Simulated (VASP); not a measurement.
The system is ZnGa3.

```
Zn Ga
1.0
     4.15709    0.00000    0.00000
     0.00000    4.15709    0.00000
     0.00000    0.00000    4.15709
Zn Ga
1 3
Direct
  0.00000 0.00000 0.00000
  0.00000 0.50000 0.50000
  0.50000 0.00000 0.50000
  0.50000 0.50000 0.00000
```

- Program: VASP 6.6.1
- Task: relaxation of cell and atoms
- Functional: PBEsol
- Potentials or basis: VASP PAW PBE potentials, release 64 (Zn, Ga_d)
- Cutoff: 600 eV
- k mesh: 10 × 10 × 10
- Occupations: gaussian, width 0.1 eV
- Spin: no spin polarisation

At the start: pressure -3.6 GPa; volume 17.96 Å³/atom.

Task: How do energy, volume and symmetry change on relaxing?

Result: Over 3 steps the energy falls by 14.8 meV/atom and the volume is 16.78 Å³/atom (-6.6 %); space group Pm-3m (No. 221, to 0.1 Å) before and after.

The path:
```tsv
step	energy change (eV)	largest force (eV/Å)	pressure (GPa)	volume (Å³)
1	0.0000	0.0000	-3.65	71.84
2	-0.0581	0.0000	-0.56	67.67
3	-0.0592	0.0000	-0.04	67.11
```

Final structure:
```
CELL_PARAMETERS angstrom
4.06372 0.00000 0.00000
0.00000 4.06372 0.00000
0.00000 0.00000 4.06372
ATOMIC_POSITIONS crystal
Zn 0.00000 0.00000 0.00000
Ga 0.00000 0.50000 0.50000
Ga 0.50000 0.00000 0.50000
Ga 0.50000 0.50000 0.00000
```

Caveat: the PAW data sets were made with another functional, which shifts forces and pressure a little.
